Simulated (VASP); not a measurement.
Wanted: the native input for a VASP 6.6.1 run.

- Task: single point
- Functional: PBE
- Potentials or basis: VASP PAW PBE potentials, release 64 (Al)
- Cutoff: 520 eV
- k mesh: 22 × 22 × 22
- Occupations: gaussian, width 0.15 eV
- Spin: no spin polarisation
- Dipole correction: no
- Further INCAR settings: ALGO = Normal; EDIFF = 1e-06; NBANDS = 8

The structure of Al lies in POSCAR:

```
Al
1.0
   -1.4291434006      1.4291434006      2.2377527366
    1.4291434006     -1.4291434006      2.2377527366
    1.4291434006      1.4291434006     -2.2377527366
Al
1
Direct
    0.0000000000      0.0000000000      0.0000000000
```

This cell differs from its parent crystal: volume 18.282 Å^3 an atom, c/a of the conventional cell 1.5658.

The input as run:

INCAR

```
PREC = Accurate
ENCUT = 520
EDIFF = 1E-6
ISMEAR = 0
SIGMA = 0.15
LREAL = False
LASPH = True
NELM = 60
ALGO = Normal
ISIF = 2
LWAVE = False
LCHARG = False
GGA = PE
NBANDS = 8
```

KPOINTS

```
regular mesh
0
Gamma
  22 22 22
```

Potentials or basis: VASP PAW PBE potentials, release 64 (Al).

Launch:

```sh
$ cat potpaw_PBE.64/Al/POTCAR > POTCAR
$ mpirun -np 1 vasp_std > vasp.out
```

Results of the run:

| Property | Result |
| --- | --- |
| Pressure | -5.8 GPa |

It took 100 s on 1 thread of AMD EPYC 7R43 64-Core Processor (Zen 3) (shared host), peak memory 0.18 GiB.
